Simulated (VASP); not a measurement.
A run of VASP 6.6.1 is set up as follows.

INCAR

```
SYSTEM = SiC16
ALGO = Normal
DIPOL = 0.5 0.5 0.310
EDIFF = 1E-7
ENCUT = 520
GGA = PE
IDIPOL = 3
ISIF = 2
ISMEAR = 0
ISPIN = 2
IVDW = 12
LASPH = .TRUE.
LCHARG = .TRUE.
LDIPOL = .TRUE.
LELF = .TRUE.
LORBIT = 11
LREAL = Auto
LVACPOTAV = .TRUE.
LVHAR = .TRUE.
LWAVE = .FALSE.
MAGMOM = 0 0 0 0 0 0 0 0 0 0 0 0 0 0 0 0 2
NBANDS = 52
NELM = 150
PREC = Accurate
SIGMA = 0.05
```

File KPOINTS:

```
k-points
0
G
  6 6 1
  0 0 0
```

File POSCAR:

```
SiC16
1.0
    4.9298676323      0.0000000000      0.0000000000
    0.0000000000      4.4224271195      0.0000000000
    0.0000000000      0.0000000000     22.6937497910
C Si
16 1
Direct
    0.2500000000      0.4155274488      0.1762599851
    0.7500000000      0.4155274488      0.1762599851
    0.0000000000      0.5195584910      0.2001803947
    0.5000000000      0.5195584910      0.2001803947
    0.0000000000      0.7272227621      0.2480852155
    0.5000000000      0.7272227621      0.2480852155
    0.2500000000      0.8312538043      0.2720056251
    0.7500000000      0.8312538043      0.2720056251
    0.2500000000      0.0442051686      0.3198734326
    0.7500000000      0.0442051686      0.3198734326
    0.0000000000      0.1500808487      0.3425973485
    0.5000000000      0.1500808487      0.3425973485
    0.0000000000      0.3779776253      0.3900566375
    0.5000000000      0.3779776253      0.3900566375
    0.2500000000      0.4764186278      0.4095290499
    0.7500000000      0.4764186278      0.4095290499
    0.2500000000      1.1430852945      0.5593500373
```

Potentials or basis: VASP PAW PBE potentials, release 64 (C, Si).

Launch:

```bash
$ cat potpaw_PBE.64/C/POTCAR potpaw_PBE.64/Si/POTCAR > POTCAR
$ mpirun -np 1 vasp_std > vasp.out
```

Question: Estimate the largest force.

Answer: 3.065 eV/Å.

Question: Predict the dispersion energy per atom.

Answer: -0.120 eV.

Question: What does it give for the net moment?

Answer: 1.50 μB per cell.

Forces on the atoms (eV/Å):
```
C    0.000  1.240  1.622
C    0.000  1.263  1.598
C   -0.012 -1.942 -2.372
C    0.012 -1.942 -2.372
C   -0.013  0.822  0.988
C    0.013  0.822  0.988
C    0.000 -0.103 -0.180
C    0.000 -0.126 -0.198
C    0.000 -0.031 -0.111
C    0.000 -0.055 -0.088
C   -0.056  0.204  0.224
C    0.056  0.204  0.224
C   -0.064 -0.158 -0.347
C    0.064 -0.158 -0.347
C    0.000 -0.138  0.675
C    0.000  0.017  0.005
Si   0.000  0.079 -0.311
```

Caveat: a moment this small can come from the mesh or the smearing.
